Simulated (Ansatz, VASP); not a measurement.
## Au: VASP beside Ansatz

Contents of INCAR:

```
PREC = Accurate ; ENCUT = 520
EDIFF = 1E-6 ; ISMEAR = 0
SIGMA = 0.1 ; LREAL = False
LASPH = True ; NELM = 100
ALGO = Normal ; ISIF = 2
LWAVE = False ; LCHARG = False
GGA = PS ; NBANDS = 18
```

The input KPOINTS:

```
regular mesh
0
Gamma
  9 9 4
```

File POSCAR:

```
Au
1.0
    2.9000000000      0.0000000000      0.0000000000
   -1.4500000000      2.5114736710      0.0000000000
    0.0000000000      0.0000000000      4.8800000000
Au
2
Direct
    0.3333333333      0.6666666667      0.7500000000
    0.6666666667      0.3333333333      0.2500000000
```

Input for Ansatz:

```yaml
crystal:
  lattice:
    - [2.9, 0.0, 0.0]
    - [-1.45, 2.511473671, 0.0]
    - [0.0, 0.0, 4.88]
  atoms:
    - { symbol: Au, position: [0.3333333333, 0.6666666667, 0.75] }
    - { symbol: Au, position: [0.6666666667, 0.3333333333, 0.25] }
basis:
  ecutwfc: 420
kpoints:
  mp_grid: { grid: [9, 9, 4] }
hamiltonian:
  xc: pbesol
scf:
  occupations: { method: gaussian, width: 0.1 }
output:
  forces: true
  stress: true
  eigenvalues: true
```

Alike in both runs: task single point; functional PBEsol; k mesh 9 × 9 × 4; occupations gaussian, width 0.1 eV; no spin polarisation.

```csv
,VASP,Ansatz
version,VASP 6.6.1,Ansatz 0.2.0
potentials or method,"VASP PAW PBE potentials, release 64 (Au), cutoff 520 eV","scalar-relativistic, plane waves, PAW"
valence electrons in the cell,22,38
```

|  | VASP | Ansatz | Ansatz less VASP |
| --- | --- | --- | --- |
| gap on the k mesh at the Fermi level (eV) | none | none | - |
| pressure (GPa) | -6.5 | -6.3 | +0.24 |
| traceless stress, the component that is largest in VASP (GPa) | -0.45 | -0.44 | +0.004 |

VASP's potentials were made for PBE, not for PBEsol. A gap of «none» marks a metal or a gap that the smearing closes. VASP's potentials hold 22 valence electrons a cell and Ansatz's 38, so a difference there can come from the potentials and not from the codes.

Neither program's run includes spin-orbit coupling.
